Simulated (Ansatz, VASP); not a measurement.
# MgB2 in VASP and in Ansatz

The input INCAR:

```
SYSTEM = MgB2
PREC     = Accurate       ! precision mode
ENCUT    = 520            ! plane-wave cutoff, eV
EDIFF    = 1E-8           ! SCF threshold, eV
ISMEAR   = -1             ! smearing method
SIGMA    = 0.05           ! smearing width, eV
LREAL    = .FALSE.        ! projectors in reciprocal space
LASPH    = .TRUE.         ! aspherical terms in the spheres
NELM     = 100            ! most SCF steps
ALGO     = Normal         ! electronic algorithm
ISIF     = 2              ! what is computed and relaxed
LWAVE    = .FALSE.        ! write WAVECAR
LCHARG   = .FALSE.        ! write CHGCAR
LEFG     = .TRUE.       
NBANDS   = 11             ! bands
```

Contents of KPOINTS:

```
Automatic mesh
0
G
  12 12 9
  0 0 0
```

Contents of POSCAR:

```
MgB2
1.0
    3.0433063957      0.0000000000      0.0000000000
   -1.5216531979      2.6355806502      0.0000000000
    0.0000000000      0.0000000000      3.4753860552
Mg B
1 2
Direct
    0.0000000000      0.0000000000      0.0000000000
    0.3333333333      0.6666666667      0.5000000000
    0.6666666667      0.3333333333      0.5000000000
```

Input for Ansatz:

```yaml
crystal:
  lattice:
    - [3.0433063957, 0.0, 0.0]
    - [-1.5216531979, 2.6355806502, 0.0]
    - [0.0, 0.0, 3.4753860552]
  atoms:
    - { symbol: Mg, position: [0.0, 0.0, 0.0] }
    - { symbol: B, position: [0.3333333333, 0.6666666667, 0.5] }
    - { symbol: B, position: [0.6666666667, 0.3333333333, 0.5] }
kpoints:
  mp_grid: { grid: [12, 12, 9] }
scf:
  occupations: { method: fermi_dirac, width: 0.05 }
hamiltonian:
  xc: lda
  pseudopotentials: { kind: all_electron, datasets: crystal }
output:
  forces: true
  stress: true
  eigenvalues: true
  efg: { contact_densities: true }
```

Change from the starting cell: volume scaled by 0.96, crystal datasets.

Alike in both runs: task electric field gradients; functional LDA; k mesh 12 × 12 × 9; occupations fermi-dirac, width 0.05 eV; no spin polarisation.

|  | VASP | Ansatz |
| --- | --- | --- |
| version | VASP 6.6.1 | Ansatz 0.2.0 |
| potentials or method | VASP PAW LDA potentials, release 64 (Mg, B), cutoff 520 eV | all-electron PAW with datasets made for the crystal, scalar-relativistic |

VASP gave:

- pressure (GPa): -2.2
- traceless stress, the component that is largest in VASP (GPa): -1.01
- size of Vzz on the site where it differs most (V/Å²): 20.3

Q: Which values does Ansatz return?

A: Pressure (GPa): -1.6; traceless stress, the component that is largest in VASP (GPa): -0.89; size of Vzz on the site where it differs most (V/Å²): 18.1.

LDA's correlation is that of Perdew and Zunger in VASP and of Perdew and Wang (1992) in Ansatz. Ansatz ran all-electron here, and VASP with PAW potentials.
